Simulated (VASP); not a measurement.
A run of VASP 6.6.1 is set up as follows.

The input INCAR:

```
  PREC = Accurate
  ENCUT = 520
  EDIFF = 1E-7
  ISMEAR = -1
  SIGMA = 0.1
  LREAL = False
  LASPH = True
  NELM = 80
  ALGO = Normal
  ISIF = 2
  LWAVE = False
  LCHARG = True
  GGA = B5
  ALDAX = 1.0
  AGGAX = 1.0
  AGGAC = 1.0
  ALDAC = 0.0
  LELF = True
  LVHAR = True
  NBANDS = 14
```

File KPOINTS:

```
Automatic mesh
0
Gamma
  11 11 6
```

Contents of POSCAR:

```
Na
1.0
    3.7069258668      0.0000000000      0.0000000000
   -1.8534629334      3.2102919706      0.0000000000
    0.0000000000      0.0000000000      6.0457417698
Na
2
Direct
    0.3333333333      0.6666666667      0.2500000000
    0.6666666667      0.3333333333      0.7500000000
```

Potentials or basis: VASP PAW PBE potentials, release 64 (Na_pv).

Launch:

```sh
$ cat potpaw_PBE.64/Na_pv/POTCAR > POTCAR
$ mpirun -np 1 vasp_std > vasp.out
```

(1) Estimate the band gap on the k mesh.

(2) Predict the pressure.

Answers

(1) zero (bands 7 and 8 overlap by 4.14 eV).

(2) 0.3 GPa.

Caveat: the PAW data sets were made with another functional, which shifts forces and pressure a little.
